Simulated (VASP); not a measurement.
# LiF (P6_3mc) in VASP: a series of runs, part 2 of 3

VASP 6.6.1. The steps go on from the part before.

## (3) Single point, LDA (9.26 Å³/atom, c/a of the conventional cell at fixed volume 1.6606)

Contents of INCAR:

```
SYSTEM = LiF
PREC = Accurate
ENCUT = 520
EDIFF = 1E-7
ISMEAR = 0
SIGMA = 0.05
LREAL = .False.
LASPH = .True.
NELM = 80
ALGO = Normal
ISIF = 2
LWAVE = .False.
LCHARG = .False.
GGA = CA
NBANDS = 18
```

Contents of KPOINTS:

```
Automatic mesh
0
Gamma
  9 9 6
  0 0 0
```

Contents of POSCAR:

```
LiF
1.0
    2.9533413869      0.0000000000      0.0000000000
   -1.4766706934      2.5576686671      0.0000000000
    0.0000000000      0.0000000000      4.9043187070
Li F
2 2
Direct
    0.3333333333      0.6666666667      0.3652620286
    0.6666666667      0.3333333333      0.8652620286
    0.3333333333      0.6666666667      0.9910195924
    0.6666666667      0.3333333333      0.4910195924
```

Potentials or basis: VASP PAW LDA potentials, release 64 (Li_sv, F).

Run with:

```console
$ cat potpaw_LDA.64/Li_sv/POTCAR potpaw_LDA.64/F/POTCAR > POTCAR
$ mpirun -np 1 vasp_std > vasp.out
```

OUTCAR:

```text
SYSTEM = LiF
   PREC = Accurate
   ENCUT = 520
   EDIFF = 1E-7
   ISMEAR = 0
   LREAL = .False.
   LASPH = .True.
   NELM = 80
   ISIF = 2
   GGA = CA

 ion  position               nearest neighbor table
   1  0.333  0.667  0.365-   4 1.81   4 1.81   4 1.81   3 1.84
   2  0.667  0.333  0.865-   3 1.81   3 1.81   3 1.81   4 1.84
   3  0.333  0.667  0.991-   2 1.81   2 1.81   2 1.81   1 1.84
   4  0.667  0.333  0.491-   1 1.81   1 1.81   1 1.81   2 1.84

  LATTYP: Found a hexagonal cell.
 ALAT       =     2.9533413869
 C/A-ratio  =     1.6606000000

  Lattice vectors:

 A1 = (   2.9533413869,   0.0000000000,   0.0000000000)
 A2 = (  -1.4766706934,   2.5576686671,   0.0000000000)
 A3 = (   0.0000000000,   0.0000000000,   4.9043187070)

Analysis of symmetry for initial positions (statically):
=====================================================================
 Subroutine PRICEL returns:
 Original cell was already a primitive cell.

 Routine SETGRP: Setting up the symmetry group for a
 hexagonal supercell.

 Subroutine GETGRP returns: Found 12 space group operations
 (whereof  6 operations were pure point group operations)
 out of a pool of 24 trial point group operations.

The static configuration has the point symmetry C_3v.
 The point group associated with its full space group is C_6v.

Analysis of symmetry for dynamics (positions and initial velocities):
=====================================================================
 Subroutine PRICEL returns:
 Original cell was already a primitive cell.

 Routine SETGRP: Setting up the symmetry group for a
 hexagonal supercell.

 Subroutine GETGRP returns: Found 12 space group operations
 (whereof  6 operations were pure point group operations)
 out of a pool of 24 trial point group operations.

The dynamic configuration has the point symmetry C_3v.
 The point group associated with its full space group is C_6v.

 Subroutine INISYM returns: Found 12 space group operations
 (whereof  6 operations are pure point group operations),
 and found     1 'primitive' translations

----------------------------------------------------------------------------------------

                                     Primitive cell

  volume of cell :      37.0456

  direct lattice vectors                    reciprocal lattice vectors
     2.953341387  0.000000000  0.000000000     0.338599528  0.195490529  0.000000000
    -1.476670693  2.557668667  0.000000000     0.000000000  0.390981057  0.000000000
     0.000000000  0.000000000  4.904318707     0.000000000  0.000000000  0.203901920

  length of vectors
     2.953341387  2.953341387  4.904318707     0.390981057  0.390981057  0.203901920

  position of ions in fractional coordinates (direct lattice)
     0.333333333  0.666666667  0.365262029
     0.666666667  0.333333333  0.865262029
     0.333333333  0.666666667  0.991019592
     0.666666667  0.333333333  0.491019592

  ion indices of the primitive-cell ions
   primitive index   ion index
                 1           1
                 2           2
                 3           3
                 4           4

----------------------------------------------------------------------------------------

[... 26 lines left out ...]
  0.000000  0.000000  0.000000      1.000000
  0.111111  0.000000  0.000000      6.000000
  0.222222 -0.000000  0.000000      6.000000
  0.333333  0.000000  0.000000      6.000000
  0.444444 -0.000000  0.000000      6.000000
  0.111111  0.111111  0.000000      6.000000
[... 16 lines left out ...]
  0.333333  0.222222  0.166667     24.000000
  0.333333  0.333333  0.166667      4.000000
 [... further k-points ...]
   k-points           NKPTS =     48   k-points in BZ     NKDIM =     48   number of bands    NBANDS=     18
   number of dos      NEDOS =    301   number of ions     NIONS =      4
   total plane-waves  NPLWV =  20736
   dimension x,y,z NGX =    24 NGY =   24 NGZ =   36
   dimension x,y,z NGXF=    48 NGYF=   48 NGZF=   72
   ions per type =               2   2
   NGX,Y,Z   is equivalent  to a cutoff of  13.51, 13.51, 12.20 a.u.
   NGXF,Y,Z  is equivalent  to a cutoff of  27.02, 27.02, 24.41 a.u.
 SYSTEM =  LiF
   PREC   = accura    normal or accurate (medium, high low for compatibility)
   ISTART =      0    job   : 0-new  1-cont  2-samecut
   ICHARG =      2    charge: 1-file 2-atom 10-const
   ISPIN  =      1    spin polarized calculation?
   LNONCOLLINEAR =      F non collinear calculations
   LSORBIT =      F    spin-orbit coupling
   LASPH  =      T    aspherical Exc in radial PAW
   ENCUT  =  520.0 eV  38.22 Ry    6.18 a.u.   5.49  5.49  9.12*2*pi/ulx,y,z
   NELM   =     80;   NELMIN=  2; NELMDL= -5     # of ELM steps
   EDIFF  = 0.1E-06   stopping-criterion for ELM
   LREAL  =      F    real-space projection
   EDIFFG = 0.1E-05   stopping-criterion for IOM
   NSW    =      0    number of steps for IOM
   IBRION =     -1    ionic relax: 0-MD 1-quasi-New 2-CG
   NFREE  =      0    steps in history (QN), initial steepest desc. (CG)
   ISIF   =      2    stress and relaxation
   ISYM   =      2    0-nonsym 1-usesym 2-fastsym
   POTIM  = 0.5000    time-step for ionic-motion
   TEBEG  =    0.0;   TEEND  =   0.0 temperature during run
   PSTRESS=    0.0 pullay stress
   NELECT =      20.0000    total number of electrons
   NUPDOWN=      -1.0000    fix difference up-down
   EMIN   =  10.00;   EMAX   =-10.00  energy-range for DOS
   EFERMI =   0.00;   METHOD = LEGACY
   ISMEAR =     0;   SIGMA  =   0.05  broadening in eV -4-tet -1-fermi 0-gaus
   EFERMI_NEDOS =   21; number of points for ismear=-14 and -15
   IALGO  =     38    algorithm
   IMIX   =      4    mixing-type and parameters
     AMIX     =   0.40;   BMIX     =  1.00
     AMIX_MAG =   1.60;   BMIX_MAG =  1.00
  volume/ion in A,a.u.               =       9.26        62.50
  Fermi-wavevector in a.u.,A,eV,Ry     =   1.333028  2.519058 24.177060  1.776964
  Thomas-Fermi vector in A             =   2.461918
   LORBIT       =      0    0 simple, 1 ext, 2 COOP (PROOUT), +10 PAW based schemes
   GGA     = CA    functional components
   LHFCALC =     F    Hartree Fock is set to
   AEXX    =    0.0000 exact exchange contribution
   IVDW    =     0    specifies the selected vdW correction
   LEPSILON=     F    determine dielectric tensor
   LRPA    =     F    only Hartree local field effects (RPA)
 non-spin polarized calculation
 Gauss-broadening in eV      SIGMA  =   0.05
  energy-cutoff  :      520.00
  volume of cell :       37.05
 maximum number of plane-waves:      1020
 NGX is ok and might be reduce to    24

 number of electron      20.0000015 magnetization

 Free energy of the ion-electron system (eV)
  ---------------------------------------------------
  ext. energy  EPLUGINS =         0.00000000
  ---------------------------------------------------
  free energy    TOTEN  =       -20.79329676 eV

  energy without entropy =      -20.79329676  energy(sigma->0) =      -20.79329676

 E-fermi :  -2.1781     XC(G=0):  -9.8686

 val. band max:       -2.5198676209   @ k =   0.0000   0.0000   0.0000
 cond. band min:       5.4336423241   @ k =   0.0000   0.0000   0.0000
 fundamental gap:      7.9535099450
 Fermi energy:        -2.1781043011

 k-point     1 :       0.0000    0.0000    0.0000
  band No.  band energies     occupation
      1     -41.5665      2.00000
      2     -41.5092      2.00000
      3     -21.5579      2.00000
      4     -21.3635      2.00000
      5      -4.8267      2.00000
      6      -2.8110      2.00000
[... 481 lines left out ...]
      5      -4.6636      2.00000
      6      -3.8140      2.00000
[... 10 lines left out ...]
     17      16.3780      0.00000
     18      19.2435      0.00000

 [... further k-points ...]

------------------------ aborting loop because EDIFF is reached ----------------------------------------

  FORCE on cell =-STRESS in cart. coord.  units (eV):
  Direction    XX          YY          ZZ          XY          YZ          ZX
  --------------------------------------------------------------------------------------
  -------------------------------------------------------------------------------------
  Total        0.2675451      0.2675451     -0.5035414      0.0000000      0.0000000      0.0000000
  in kB       11.5710008     11.5710008    -21.7775548      0.0000000      0.0000000      0.0000000
  external PRESSURE =       0.4548156 kB  Pullay stress =       0.0000000 kB

 VOLUME and BASIS-vectors are now :
 -----------------------------------------------------------------------------
  energy-cutoff  :      520.00
  volume of cell :       37.05
      direct lattice vectors                 reciprocal lattice vectors
     2.953341387  0.000000000  0.000000000     0.338599528  0.195490529  0.000000000
    -1.476670693  2.557668667  0.000000000     0.000000000  0.390981057  0.000000000
     0.000000000  0.000000000  4.904318707     0.000000000  0.000000000  0.203901920

 POSITION                                       TOTAL-FORCE (eV/Angst)
 -----------------------------------------------------------------------------------
     -0.00000      1.70511      1.79136        -0.000000      0.000000     -0.008515
      1.47667      0.85256      4.24352         0.000000     -0.000000     -0.008515
     -0.00000      1.70511      4.86028        -0.000000     -0.000000      0.008515
      1.47667      0.85256      2.40812        -0.000000      0.000000      0.008515
 -----------------------------------------------------------------------------------
    total drift:                                0.000000      0.000000     -0.000633

  FREE ENERGIE OF THE ION-ELECTRON SYSTEM (eV)
  ---------------------------------------------------
  free  energy   TOTEN  =       -20.7932967594 eV

  energy  without entropy=      -20.7932967594  energy(sigma->0) =      -20.79329676
```

OSZICAR:

```text
N       E                     dE             d eps       ncg     rms          rms(c)
DAV:   1     0.117600519415E+03    0.11760E+03   -0.11148E+04  1728   0.121E+03
DAV:   2    -0.120051164402E+02   -0.12961E+03   -0.12687E+03  1986   0.303E+02
DAV:   3    -0.220833638426E+02   -0.10078E+02   -0.10016E+02  3160   0.618E+01
DAV:   4    -0.222000672147E+02   -0.11670E+00   -0.11642E+00  2214   0.782E+00
DAV:   5    -0.222012534673E+02   -0.11863E-02   -0.11859E-02  2406   0.677E-01    0.697E+00
DAV:   6    -0.208196345411E+02    0.13816E+01   -0.35242E+00  1812   0.145E+01    0.217E+00
DAV:   7    -0.208023202625E+02    0.17314E-01   -0.12150E-01  1994   0.246E+00    0.138E+00
DAV:   8    -0.207941891612E+02    0.81311E-02   -0.44403E-02  2350   0.199E+00    0.329E-01
DAV:   9    -0.207931343613E+02    0.10548E-02   -0.58794E-03  2108   0.638E-01    0.860E-02
DAV:  10    -0.207933018938E+02   -0.16753E-03   -0.28915E-04  1888   0.144E-01    0.270E-02
DAV:  11    -0.207932969190E+02    0.49747E-05   -0.18963E-05  2372   0.430E-02    0.608E-03
DAV:  12    -0.207932967961E+02    0.12292E-06   -0.12531E-06  2828   0.880E-03    0.133E-03
DAV:  13    -0.207932967594E+02    0.36765E-07   -0.33572E-08  1432   0.185E-03
   1 F= -.20793297E+02 E0= -.20793297E+02  d E =-.599378E-24
```

stdout:

```text
POSCAR found type information on POSCAR LiF
 POSCAR found :  2 types and       4 ions
 scaLAPACK will be used
 LDA part: xc-table for (Slater(with rela. corr.)+CA(PZ))
 , standard interpolation
 POSCAR, INCAR and KPOINTS ok, starting setup
 FFT: planning ... GRIDC
 FFT: planning ... GRID_SOFT
 FFT: planning ... GRID
 WAVECAR not read
 entering main loop
```

Run time: 33 s. Hardware: 1 thread of Intel Xeon 8259CL, shared host; peak memory 0.14 GiB.

Results:

| Property | Result |
| --- | --- |
| Free energy | -20.7933 eV |
| Largest force | 0.009 eV/Å |
| Band gap on the k mesh | 7.95 eV |

Forces in eV/Å, atoms in the order of the input:
```
Li   0.000  0.000 -0.009
Li   0.000  0.000 -0.009
F    0.000  0.000  0.009
F    0.000  0.000  0.009
```

Caveat: the cell differs from its parent crystal (c/a of the conventional cell at fixed volume 1.6606); the cutoff is under 1.25 times the usual one of these potentials, so pressure, stress and relaxed cells hold a basis-set (Pulay) error.

## (4) Single point, LDA

This run uses another cell than the first one, of the same volume but with other edges.

Contents of INCAR:

```
ALGO     = Normal         # electronic algorithm
EDIFF    = 1E-6           # SCF threshold, eV
ENCUT    = 520            # plane-wave cutoff, eV
GGA      = CA             # functional
ISIF     = 2              # what is computed and relaxed
ISMEAR   = 0              # smearing method
LASPH    = True           # aspherical terms in the spheres
LCHARG   = True           # write CHGCAR
LELF     = True           # ELF
LREAL    = False          # projectors in reciprocal space
LVHAR    = True         
LWAVE    = False          # write WAVECAR
NBANDS   = 18             # bands
NELM     = 80             # most SCF steps
PREC     = Accurate       # precision mode
SIGMA    = 0.05           # smearing width, eV
```

Contents of KPOINTS:

```
k-points
0
Gamma
  9 9 6
```

Contents of POSCAR:

```
LiF
1.0
    3.0801704379      0.0000000000      0.0000000000
   -1.5400852189      2.6675058472      0.0000000000
    0.0000000000      0.0000000000      4.5087534870
Li F
2 2
Direct
    0.3333333333      0.6666666667      0.4214111656
    0.6666666667      0.3333333333      0.9214111656
    0.3333333333      0.6666666667      0.9910195924
    0.6666666667      0.3333333333      0.4910195924
```

Potentials or basis: VASP PAW LDA potentials, release 64 (Li_sv, F).

Run with:

```console
$ cat potpaw_LDA.64/Li_sv/POTCAR potpaw_LDA.64/F/POTCAR > POTCAR
$ mpirun -np 1 vasp_std > vasp.out
```

OUTCAR:

```text
EDIFF = 1E-6
   ENCUT = 520
   GGA = CA
   ISIF = 2
   ISMEAR = 0
   LASPH = True
   LREAL = False
   NELM = 80
   PREC = Accurate

 ion  position               nearest neighbor table
   1  0.333  0.667  0.421-   4 1.81   4 1.81   4 1.81   3 1.94
   2  0.667  0.333  0.921-   3 1.81   3 1.81   3 1.81   4 1.94
   3  0.333  0.667  0.991-   2 1.81   2 1.81   2 1.81   1 1.94
   4  0.667  0.333  0.491-   1 1.81   1 1.81   1 1.81   2 1.94

  LATTYP: Found a hexagonal cell.
 ALAT       =     3.0801704379
 C/A-ratio  =     1.4638000000

  Lattice vectors:

 A1 = (   3.0801704379,   0.0000000000,   0.0000000000)
 A2 = (  -1.5400852189,   2.6675058472,   0.0000000000)
 A3 = (   0.0000000000,   0.0000000000,   4.5087534870)

Analysis of symmetry for initial positions (statically):
=====================================================================
 Subroutine PRICEL returns:
 Original cell was already a primitive cell.

 Routine SETGRP: Setting up the symmetry group for a
 hexagonal supercell.

 Subroutine GETGRP returns: Found 12 space group operations
[... 173 lines left out ...]

 val. band max:       -2.1466752195   @ k =   0.0000   0.0000   0.0000
 cond. band min:       5.4583351808   @ k =   0.0000   0.0000   0.0000
 fundamental gap:      7.6050104003
 Fermi energy:        -1.9027152175

 k-point     1 :       0.0000    0.0000    0.0000
  band No.  band energies     occupation
      1     -41.6120      2.00000
      2     -41.5430      2.00000
      3     -21.5519      2.00000
      4     -21.1099      2.00000
      5      -5.0221      2.00000
      6      -3.1241      2.00000
[... 481 lines left out ...]
      5      -4.8024      2.00000
      6      -3.6828      2.00000
[... 10 lines left out ...]
     17      16.2896      0.00000
     18      19.0164      0.00000

 [... further k-points ...]

------------------------ aborting loop because EDIFF is reached ----------------------------------------

  FORCE on cell =-STRESS in cart. coord.  units (eV):
  Direction    XX          YY          ZZ          XY          YZ          ZX
  --------------------------------------------------------------------------------------
  -------------------------------------------------------------------------------------
  Total        0.1403597      0.1403597     -0.8573285      0.0000000     -0.0000000      0.0000000
  in kB        6.0703878      6.0703878    -37.0784202      0.0000000     -0.0000000      0.0000000
  external PRESSURE =      -8.3125482 kB  Pullay stress =       0.0000000 kB

 VOLUME and BASIS-vectors are now :
 -----------------------------------------------------------------------------
  energy-cutoff  :      520.00
  volume of cell :       37.05
      direct lattice vectors                 reciprocal lattice vectors
     3.080170438  0.000000000  0.000000000     0.324657359  0.187441014  0.000000000
    -1.540085219  2.667505847  0.000000000     0.000000000  0.374882027  0.000000000
     0.000000000  0.000000000  4.508753487     0.000000000  0.000000000  0.221790790

 POSITION                                       TOTAL-FORCE (eV/Angst)
 -----------------------------------------------------------------------------------
     -0.00000      1.77834      1.90004        -0.000000      0.000000     -0.179211
      1.54009      0.88917      4.15442        -0.000000     -0.000000     -0.179211
     -0.00000      1.77834      4.46826         0.000000      0.000000      0.179211
      1.54009      0.88917      2.21389         0.000000      0.000000      0.179211
 -----------------------------------------------------------------------------------
    total drift:                               -0.000000     -0.000001     -0.001861

  FREE ENERGIE OF THE ION-ELECTRON SYSTEM (eV)
  ---------------------------------------------------
  free  energy   TOTEN  =       -20.7873211434 eV

  energy  without entropy=      -20.7873211434  energy(sigma->0) =      -20.78732114
```

OSZICAR:

```text
N       E                     dE             d eps       ncg     rms          rms(c)
DAV:   1     0.114333682965E+03    0.11433E+03   -0.11000E+04  1728   0.121E+03
DAV:   2    -0.121621880695E+02   -0.12650E+03   -0.12373E+03  1990   0.297E+02
DAV:   3    -0.220963246409E+02   -0.99341E+01   -0.98732E+01  3206   0.618E+01
DAV:   4    -0.221742302255E+02   -0.77906E-01   -0.77829E-01  2210   0.729E+00
DAV:   5    -0.221751199891E+02   -0.88976E-03   -0.88953E-03  2192   0.608E-01    0.690E+00
DAV:   6    -0.208198928355E+02    0.13552E+01   -0.34598E+00  1806   0.144E+01    0.216E+00
DAV:   7    -0.207980466651E+02    0.21846E-01   -0.98649E-02  1990   0.228E+00    0.136E+00
DAV:   8    -0.207879508695E+02    0.10096E-01   -0.38016E-02  2344   0.189E+00    0.297E-01
DAV:   9    -0.207871618203E+02    0.78905E-03   -0.44272E-03  1952   0.576E-01    0.818E-02
DAV:  10    -0.207873283015E+02   -0.16648E-03   -0.23635E-04  1872   0.127E-01    0.293E-02
DAV:  11    -0.207873214703E+02    0.68312E-05   -0.20117E-05  2176   0.433E-02    0.630E-03
DAV:  12    -0.207873211434E+02    0.32685E-06   -0.84667E-07  1664   0.917E-03
   1 F= -.20787321E+02 E0= -.20787321E+02  d E =-.265917E-14
```

stdout:

```text
POSCAR found type information on POSCAR LiF
 POSCAR found :  2 types and       4 ions
 scaLAPACK will be used
 LDA part: xc-table for (Slater(with rela. corr.)+CA(PZ))
 , standard interpolation
 POSCAR, INCAR and KPOINTS ok, starting setup
 FFT: planning ... GRIDC
 FFT: planning ... GRID_SOFT
 FFT: planning ... GRID
 WAVECAR not read
 entering main loop
```

It took 36 s on 1 thread of Intel Xeon 8259CL, shared host; peak memory 0.15 GiB.

Results:

```yaml
Free_energy: -20.7873 eV
Largest_force: 0.179 eV/Å
Band_gap_on_the_k_mesh: 7.61 eV
```

Forces in eV/Å, atoms in the order of the input:
```
Li   0.000  0.000 -0.179
Li   0.000  0.000 -0.179
F    0.000  0.000  0.179
F    0.000  0.000  0.179
```

Levels at points of the mesh, in eV from the valence-band top:
```
           k point  band 7  band 8  band 9  band 10  band 11  band 12  band 13  band 14
(0.00, 0.00, 0.00)   -0.98   -0.52   -0.52     0.00     7.61    12.45    15.67    17.69
(0.00, 0.00, 0.50)   -0.75   -0.75   -0.75    -0.75     9.57     9.57    17.82    17.82
```

Caveat: the cell differs from its parent crystal (atoms shifted along a free coordinate, c/a of the conventional cell at fixed volume 1.4638); the cutoff is under 1.25 times the usual one of these potentials, so pressure, stress and relaxed cells hold a basis-set (Pulay) error. A k mesh can miss the band edges.

(Continued in part 3 of 3.)
